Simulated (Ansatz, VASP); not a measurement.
One calculation of AlCo, two programs

INCAR

```
PREC = Accurate
ENCUT = 520
EDIFF = 1E-6
ISMEAR = 0
SIGMA = 0.15
LREAL = False
LASPH = True
NELM = 80
ALGO = Normal
ISIF = 2
LWAVE = False
LCHARG = False
GGA = PS
NBANDS = 13
```

The input KPOINTS:

```
Automatic mesh
0
Gamma
  16 16 16
```

POSCAR

```
AlCo
1.0
    2.8616942581      0.0000000000      0.0000000000
    0.0000000000      2.8616942581      0.0000000000
    0.0000000000      0.0000000000      2.9039853063
Al Co
1 1
Direct
    0.0000000000      0.0000000000      0.0000000000
    0.5000000000      0.5000000000      0.5000000000
```

Input for Ansatz:

```yaml
crystal:
  lattice:
    - [2.8616942581, 0.0, 0.0]
    - [0.0, 2.8616942581, 0.0]
    - [0.0, 0.0, 2.9039853063]
  atoms:
    - { symbol: Al, position: [0.0, 0.0, 0.0] }
    - { symbol: Co, position: [0.5, 0.5, 0.5] }
basis:
  ecutwfc: 420
kpoints:
  mp_grid: { grid: [16, 16, 16] }
hamiltonian:
  xc: pbesol
scf:
  occupations: { method: gaussian, width: 0.15 }
output:
  forces: true
  stress: true
  eigenvalues: true
```

Change from the starting cell: strain +0.015 along x and y, +0.030 along z, atoms carried along.

Alike in both runs: task single point; functional PBEsol; k mesh 16 × 16 × 16; occupations gaussian, width 0.15 eV; no spin polarisation.

|  | VASP | Ansatz |
| --- | --- | --- |
| version | VASP 6.6.1 | Ansatz 0.2.0 |
| potentials or method | VASP PAW PBE potentials, release 64 (Al, Co), cutoff 520 eV | scalar-relativistic, plane waves, PAW |
| valence electrons in the cell | 12 | 20 |

|  | VASP | Ansatz | Ansatz less VASP |
| --- | --- | --- | --- |
| gap on the k mesh at the Fermi level (eV) | none | none | - |
| pressure (GPa) | -9.4 | -9.5 | -0.11 |
| traceless stress, the component that is largest in VASP (GPa) | -1.21 | -1.22 | -0.005 |

VASP's potentials were made for PBE, not for PBEsol. A gap of «none» marks a metal or a gap that the smearing closes. With one functional, cell and mesh, what is left measures potentials, basis and numerics. VASP's potentials hold 12 valence electrons a cell and Ansatz's 20, so a difference there can come from the potentials and not from the codes.
